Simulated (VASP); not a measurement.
A run of VASP 6.6.1 is set up as follows.

INCAR

```
  PREC = Accurate
  ENCUT = 520
  EDIFF = 1E-6
  ISMEAR = 0
  SIGMA = 0.01
  LREAL = F
  LASPH = T
  NELM = 100
  ALGO = Normal
  ISIF = 2
  LWAVE = F
  LCHARG = F
  GGA = CA
  NBANDS = 16
```

The input KPOINTS:

```
Automatic mesh
0
Gamma
  6 6 6
```

Contents of POSCAR:

```
GaP
1.0
    0.0000000000      2.6884177822      2.6884177822
    2.6884177822      0.0000000000      2.6884177822
    2.6884177822      2.6884177822      0.0000000000
Ga P
1 1
Direct
    0.0000000000      0.0000000000      0.0000000000
    0.2500000000      0.2500000000      0.2500000000
```

Potentials or basis: VASP PAW LDA potentials, release 64 (Ga_d, P).

Command:

```sh
$ cat potpaw_LDA.64/Ga_d/POTCAR potpaw_LDA.64/P/POTCAR > POTCAR
$ mpirun -np 1 vasp_std > vasp.out
```

Q: What does it give for the pressure?

A: 0.9 GPa.

Q: Estimate the band gap on the k mesh.

A: 1.41 eV, indirect (least direct gap 1.98 eV).

**What was measured.**

“Stacking defects in GaP nanowires: Electronic structure and optical properties”, 2018, arxiv:1810.01194 quotes, for a bulk crystal of GaP at 10 K: band gap 2.34 eV (indirect).

Against the measured gap of GaP, 2.34 eV (indirect; 10 K; quoted in “Stacking defects in GaP nanowires: Electronic structure and optical properties”, 2018, arxiv:1810.01194), the calculated 1.41 eV is off by -0.93 eV. Spin-orbit coupling on Ga is left out. The value is that of LDA on a finite k mesh, which can miss the band edges, without temperature or zero-point motion. Semilocal functionals fall short of measured gaps as a rule.
